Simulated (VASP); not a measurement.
Here is a VASP 6.6.1 calculation.

File INCAR:

```
SYSTEM = Mg2CdN2
PREC = Accurate ; ENCUT = 520
EDIFF = 1E-6 ; ISMEAR = 0
SIGMA = 0.01 ; LREAL = .FALSE.
LASPH = .TRUE. ; NELM = 60
ALGO = Normal ; ISIF = 2
LWAVE = .FALSE. ; LCHARG = .FALSE.
GGA = PE ; NBANDS = 21
```

Contents of KPOINTS:

```
Automatic mesh
0
G
  6 6 4
  0 0 0
```

The input POSCAR:

```
Mg2CdN2
1.0
    3.5528800000      0.0000000000      0.0000000000
   -1.7764400000      3.0768900000      0.0000000000
    0.0000000000      0.0000000000      5.9838300000
Mg Cd N
2 1 2
Direct
    0.6666666667      0.3333333333      0.1534400000
    0.3333333333      0.6666666667      0.8465600000
    0.0000000000      0.0000000000      0.5000000000
    0.6666666667      0.3333333333      0.7722300000
    0.3333333333      0.6666666667      0.2277700000
```

Potentials or basis: VASP PAW PBE potentials, release 64 (Mg, Cd, N).

Command:

```sh
$ cat potpaw_PBE.64/Mg/POTCAR potpaw_PBE.64/Cd/POTCAR potpaw_PBE.64/N/POTCAR > POTCAR
$ mpirun -np 1 vasp_std > vasp.out
```

(1) Predict the band gap on the k mesh.

(2) Estimate the largest force.

(3) Estimate the pressure.

Results:

(1) 0.35 eV, indirect (least direct gap 0.68 eV).

(2) 0.027 eV/Å.

(3) -0.3 GPa.
